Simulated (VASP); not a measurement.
A run of VASP 6.6.1 is set up as follows.

File INCAR:

```
PREC = Accurate ; ENCUT = 520
EDIFF = 1E-6 ; ISMEAR = 0
SIGMA = 0.01 ; LREAL = F
LASPH = T ; NELM = 100
ALGO = Normal ; ISIF = 2
LWAVE = F ; LCHARG = F
GGA = PE ; NBANDS = 11
```

File KPOINTS:

```
Automatic mesh
0
Gamma
  6 6 6
```

POSCAR

```
BP
1.0
    0.0000000000      2.2456325122      2.2456325122
    2.2456325122      0.0000000000      2.2456325122
    2.2456325122      2.2456325122      0.0000000000
B P
1 1
Direct
    0.0000000000      0.0000000000      0.0000000000
    0.2500000000      0.2500000000      0.2500000000
```

Potentials or basis: VASP PAW PBE potentials, release 64 (B, P).

Command:

```sh
$ cat potpaw_PBE.64/B/POTCAR potpaw_PBE.64/P/POTCAR > POTCAR
$ mpirun -np 1 vasp_std > vasp.out
```

(1) Estimate the pressure.

(2) Predict the band gap on the k mesh.

Answers

(1) 6.5 GPa.

(2) 1.27 eV, indirect (least direct gap 3.45 eV).

Caveat: the cell differs from its parent crystal (strain -1.0%).
